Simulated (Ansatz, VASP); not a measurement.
Two plane-wave programs on MoS2

The input INCAR:

```
SYSTEM = MoS2
ALGO = Normal
EDIFF = 1E-6
ENCUT = 520
GGA = PS
ISIF = 2
ISMEAR = 0
LASPH = .TRUE.
LCHARG = .TRUE.
LELF = .TRUE.
LREAL = .FALSE.
LVHAR = .TRUE.
LWAVE = .FALSE.
NBANDS = 35
NELM = 80
PREC = Accurate
SIGMA = 0.05
```

File KPOINTS:

```
k-points
0
G
  12 12 2
  0 0 0
```

File POSCAR:

```
MoS2
1.0
    3.1414322073      0.0000000000      0.0000000000
   -1.5707161036      2.7205600958      0.0000000000
    0.0000000000      0.0000000000     12.5788196111
Mo S
2 4
Direct
    0.3677931492      0.7355862984      0.2500000000
    0.7011264825      0.4022529651      0.7500000000
    0.3333333333      0.6666666667      0.6260538431
    0.6666666667      0.3333333333      0.1260538431
    0.3333333333      0.6666666667      0.8739461569
    0.6666666667      0.3333333333      0.3739461569
```

Input for Ansatz:

```yaml
crystal:
  lattice:
    - [3.1414322073, 0.0, 0.0]
    - [-1.5707161036, 2.7205600958, 0.0]
    - [0.0, 0.0, 12.5788196111]
  atoms:
    - { symbol: Mo, position: [0.3677931492, 0.7355862984, 0.25] }
    - { symbol: Mo, position: [0.7011264825, 0.4022529651, 0.75] }
    - { symbol: S, position: [0.3333333333, 0.6666666667, 0.6260538431] }
    - { symbol: S, position: [0.6666666667, 0.3333333333, 0.1260538431] }
    - { symbol: S, position: [0.3333333333, 0.6666666667, 0.8739461569] }
    - { symbol: S, position: [0.6666666667, 0.3333333333, 0.3739461569] }
basis:
  ecutwfc: 420
kpoints:
  mp_grid: { grid: [12, 12, 2] }
hamiltonian:
  xc: pbesol
scf:
  occupations: { method: gaussian, width: 0.05 }
output:
  forces: true
  stress: true
  eigenvalues: true
```

Change from the starting cell: all Mo atoms moved +0.188 Å, as atom 1 along Cartesian [0 1 0].

Alike in both runs: task single point; functional PBEsol; k mesh 12 × 12 × 2; occupations gaussian, width 0.05 eV; no spin polarisation.

|  | VASP | Ansatz |
| --- | --- | --- |
| version | VASP 6.6.1 | Ansatz 0.2.0 |
| potentials or method | VASP PAW PBE potentials, release 64 (Mo_sv, S), cutoff 520 eV | scalar-relativistic, plane waves, PAW |
| valence electrons in the cell | 52 | 52 |

```csv
,VASP,Ansatz,Ansatz less VASP
gap on the k mesh at the Fermi level (eV),1.01,1.00,-0.014
least direct gap on the mesh (eV),1.35,1.34,-0.011
pressure (GPa),2.3,2.3,+0.03
"traceless stress, the component that is largest in VASP (GPa)",1.53,1.55,+0.022
rms of the force components (eV/Å),1.570,1.571,+0.0011
```

VASP's potentials were made for PBE, not for PBEsol. Atom by atom the forces differ by 0.002 eV/Å (rms over components). With one functional, cell and mesh, what is left measures potentials, basis and numerics.
